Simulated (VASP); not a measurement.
A run of VASP 6.6.1:

INCAR

```
PREC     = Accurate       # precision mode
ENCUT    = 500            # plane-wave cutoff, eV
EDIFF    = 1E-6           # SCF threshold, eV
ISMEAR   = -1             # smearing method
SIGMA    = 0.0272         # smearing width, eV
LREAL    = False          # projectors in reciprocal space
LASPH    = True           # aspherical terms in the spheres
NELM     = 120            # most SCF steps
ALGO     = Normal         # electronic algorithm
ISIF     = 2              # what is computed and relaxed
LWAVE    = False          # write WAVECAR
LCHARG   = False          # write CHGCAR
NBANDS   = 18             # bands
GGA_COMPAT= False
```

The input KPOINTS:

```
regular mesh
0
Gamma
  8 8 8
```

POSCAR

```
CdAg
1.0
    3.3300000000      0.0000000000      0.0000000000
    0.0000000000      3.3300000000      0.0000000000
    0.0000000000      0.0000000000      3.3300000000
Cd Ag
1 1
Direct
    0.5000000000      0.5000000000      0.5000000000
    0.0000000000      0.0000000000      0.0000000000
```

Potentials or basis: VASP PAW LDA potentials, release 64 (Cd, Ag).

Command:

```sh
$ cat potpaw_LDA.64/Cd/POTCAR potpaw_LDA.64/Ag/POTCAR > POTCAR
$ mpirun -np 1 vasp_std > vasp.out
```

Hardware: 1 thread of Intel Xeon 8259CL (shared host).

**Question.** Estimate the wall time of this run.

**Answer.** It took 17 s on 1 thread of Intel Xeon 8259CL, on a shared host, peak memory 0.14 GiB. Counts: scf iterations 12, k points 35.
